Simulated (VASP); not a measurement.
**KCl: single point with PBEsol**

KCl:

```
K Cl
1.0
     0.00000   -3.12070   -3.12070
    -3.12070    0.00000   -3.12070
     3.12070    3.12070   -6.24141
K Cl
2 2
Direct
  0.43952 0.58729 0.49675
  0.08000 0.90620 0.99675
  0.73923 0.75359 0.75359
  0.23923 0.25359 0.25359
```

This cell differs from its parent crystal: atoms displaced along several vibrational modes.

```json
{
  "Program": "VASP 6.6.1",
  "Task": "single point",
  "Functional": "PBEsol",
  "Potentials or basis": "VASP PAW PBE potentials, release 64 (K_sv, Cl)",
  "Cutoff": "520 eV",
  "k mesh": "6 × 6 × 6",
  "Occupations": "gaussian, width 0.05 eV",
  "Spin": "no spin polarisation"
}
```

```yaml
Pressure: 1.2 GPa
Largest_force: 0.683 eV/Å
Band_gap_on_the_k_mesh: 5.10 eV
```

Forces on the atoms (eV/Å):
```
K    0.509 -0.191  0.080
K   -0.450  0.509 -0.069
Cl  -0.028 -0.310 -0.017
Cl  -0.031 -0.008  0.006
```

Stress tensor (GPa, compression positive):
```
 2.07  0.52 -0.18
 0.52  1.40  0.01
-0.18  0.01  0.05
```

Levels at points of the mesh, in eV from the valence-band top:
| k point | band 13 | band 14 | band 15 | band 16 | band 17 | band 18 | band 19 | band 20 |
| --- | --- | --- | --- | --- | --- | --- | --- | --- |
| (0.00, 0.00, 0.00) | -0.31 | -0.04 | -0.02 | 0.00 | 5.10 | 7.27 | 8.12 | 8.35 |
| (0.50, 0.00, 0.00) | -0.44 | -0.39 | -0.34 | -0.23 | 7.31 | 7.32 | 8.07 | 8.31 |
| (0.00, 0.50, 0.00) | -0.46 | -0.39 | -0.36 | -0.22 | 7.28 | 7.38 | 8.06 | 8.34 |
| (0.50, 0.50, 0.50) | -0.42 | -0.40 | -0.30 | -0.25 | 7.25 | 7.37 | 8.15 | 8.24 |
| (0.50, 0.50, 0.00) | -0.37 | -0.31 | -0.24 | -0.20 | 6.53 | 7.32 | 8.17 | 8.59 |
| (0.00, 0.50, 0.50) | -0.39 | -0.36 | -0.25 | -0.19 | 6.44 | 7.49 | 8.38 | 8.70 |
| (0.50, 0.00, 0.50) | -0.37 | -0.35 | -0.25 | -0.17 | 6.47 | 7.42 | 8.29 | 8.65 |
| (0.00, 0.00, 0.50) | -0.25 | -0.23 | -0.12 | -0.09 | 6.36 | 6.38 | 7.89 | 7.92 |

Wall time 2.5 min on 1 thread of Intel(R) Xeon(R) 6975P-C (Granite Rapids), on a shared host, peak memory 0.43 GiB.

Caveat: the cell differs from its parent crystal (atoms displaced along several vibrational modes); the PAW data sets were made with another functional, which shifts forces and pressure a little. A k mesh can miss the band edges.
